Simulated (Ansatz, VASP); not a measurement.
# ScTa3F: VASP beside Ansatz

```
Sc Ta F
1.0
     4.05333    0.00000    0.00000
     0.00000    4.05333    0.00000
     0.00000    0.00000    5.61267
Sc Ta F
1 3 1
Direct
  0.00000 0.00000 0.03627
  0.00000 0.50000 0.46406
  0.50000 0.00000 0.46406
  0.50000 0.50000 0.10500
  0.50000 0.50000 0.70321
```

Change from the starting cell: species swapped into the PrBPt3 type (P4mm, No. 99).

Alike in both runs: functional PBE; k mesh 10 × 10 × 8; occupations gaussian, width 0.1 eV; no spin polarisation.

Ansatz relaxed the structure, and its values are those at the end. VASP's run is a single point on that final structure, the one shown.

```csv
,VASP,Ansatz
version,VASP 6.6.1,Ansatz 0.2.0
potentials or method,"VASP PAW PBE potentials, release 64 (Sc_sv, Ta_pv, F), cutoff 520 eV","scalar-relativistic, plane waves, PAW"
valence electrons in the cell,51,57
```

VASP gave:

* gap on the k mesh at the Fermi level (eV): none
* pressure (GPa): 0.0
* rms of the force components (eV/Å): 0.011

Task: Estimate Ansatz's values.

Result: gap on the k mesh at the Fermi level (eV): none; pressure (GPa): 0.0; rms of the force components (eV/Å): 0.002.

A gap of «none» marks a metal or a gap that the smearing closes. VASP's potentials hold 51 valence electrons a cell and Ansatz's 57, so a difference there can come from the potentials and not from the codes.

Neither program's run includes spin-orbit coupling.
